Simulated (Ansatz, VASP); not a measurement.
**In: VASP beside Ansatz**

Contents of INCAR:

```
PREC = Accurate
ENCUT = 520
EDIFF = 1E-6
ISMEAR = 0
SIGMA = 0.1
LREAL = F
LASPH = T
NELM = 60
ALGO = Normal
ISIF = 2
LWAVE = F
LCHARG = F
GGA = PS
NBANDS = 12
```

The input KPOINTS:

```
Automatic mesh
0
Gamma
  8 8 8
```

POSCAR

```
In
1.0
   -1.6261500000      1.6261500000      2.4739500000
    1.6261500000     -1.6261500000      2.4739500000
    1.6261500000      1.6261500000     -2.4739500000
In
1
Direct
    0.0000000000      0.0000000000      0.0000000000
```

Input for Ansatz:

```yaml
crystal:
  lattice:
    - [-1.62615, 1.62615, 2.47395]
    - [1.62615, -1.62615, 2.47395]
    - [1.62615, 1.62615, -2.47395]
  atoms:
    - { symbol: In, position: [0.0, 0.0, 0.0] }
basis:
  ecutwfc: 420
kpoints:
  mp_grid: { grid: [8, 8, 8] }
hamiltonian:
  xc: pbesol
scf:
  occupations: { method: gaussian, width: 0.1 }
output:
  forces: true
  stress: true
  eigenvalues: true
```

Alike in both runs: task single point; functional PBEsol; k mesh 8 × 8 × 8; occupations gaussian, width 0.1 eV; no spin polarisation.

|  | VASP | Ansatz |
| --- | --- | --- |
| version | VASP 6.6.1 | Ansatz 0.2.0 |
| potentials or method | VASP PAW PBE potentials, release 64 (In_d), cutoff 520 eV | scalar-relativistic, plane waves, PAW |
| valence electrons in the cell | 13 | 13 |

```tsv
	VASP	Ansatz	Ansatz less VASP
gap on the k mesh at the Fermi level (eV)	none	none	-
pressure (GPa)	-1.2	-1.2	+0.02
traceless stress, the component that is largest in VASP (GPa)	2.76	2.76	+0.001
```

VASP's potentials were made for PBE, not for PBEsol. A gap of «none» marks a metal or a gap that the smearing closes. The functional is the same, so the differences come from potentials, cutoffs and numerics.
